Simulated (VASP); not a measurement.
A run of VASP 6.6.1 is set up as follows.

The input POSCAR:

```
NaH
1.0
    0.0000000000      2.5368077538      2.3975122897
    2.5368077538      0.0000000000      2.3975122897
    2.5368077538      2.5368077538      0.0000000000
Na H
1 1
Direct
    0.0000000000      0.0000000000      0.0000000000
    0.5000000000      0.5000000000      0.5000000000
```

Contents of INCAR.step1:

```
SYSTEM = NaH
PREC     = Accurate       ! precision mode
ENCUT    = 520            ! plane-wave cutoff, eV
EDIFF    = 1E-5           ! SCF threshold, eV
ISMEAR   = 0              ! smearing method
SIGMA    = 0.01           ! smearing width, eV
LREAL    = .False.        ! projectors in reciprocal space
LASPH    = .True.         ! aspherical terms in the spheres
NELM     = 60             ! most SCF steps
ALGO     = Normal         ! electronic algorithm
ISIF     = 2              ! what is computed and relaxed
LWAVE    = .True.         ! write WAVECAR
LCHARG   = .False.        ! write CHGCAR
NBANDS   = 11             ! bands
GGA      = PE             ! functional
```

Contents of INCAR.step2:

```
SYSTEM = NaH
PREC     = Accurate       ! precision mode
ENCUT    = 520            ! plane-wave cutoff, eV
EDIFF    = 1E-6           ! SCF threshold, eV
ISMEAR   = 0              ! smearing method
SIGMA    = 0.01           ! smearing width, eV
LREAL    = .False.        ! projectors in reciprocal space
LASPH    = .True.         ! aspherical terms in the spheres
NELM     = 60             ! most SCF steps
ALGO     = Normal         ! electronic algorithm
ISIF     = 2              ! what is computed and relaxed
LWAVE    = .False.        ! write WAVECAR
LCHARG   = .False.        ! write CHGCAR
GGA      = PE             ! functional
LHFCALC  = .True.         ! exact exchange
HFSCREEN = 0.2079         ! screening, 1/A
PRECFOCK = Normal       
NBANDS   = 11             ! bands
ISTART   = 1
```

Contents of KPOINTS:

```
regular mesh
0
Gamma
  6 6 6
  0 0 0
```

Potentials or basis: VASP PAW PBE potentials, release 64 (Na_pv, H).

Command:

```bash
$ cat potpaw_PBE.64/Na_pv/POTCAR potpaw_PBE.64/H/POTCAR > POTCAR
$ cp INCAR.step1 INCAR
$ mpirun -np 1 vasp_std > vasp.out
$ cp INCAR.step2 INCAR
$ mpirun -np 1 vasp_std > vasp.out
```

Problem. Predict the band gap on the k mesh.

Solution. 4.58 eV (least direct gap 5.52 eV).

Problem. What does it give for the pressure?

Solution. -2.0 GPa.

Stress tensor (GPa, compression positive):
```
-2.42  0.00  0.00
 0.00 -2.42  0.00
 0.00  0.00 -1.20
```

Caveat: the cell differs from its parent crystal (biaxial xy strain +5.8%); the PAW data sets were made with another functional, which shifts forces and pressure a little. A k mesh can miss the band edges.
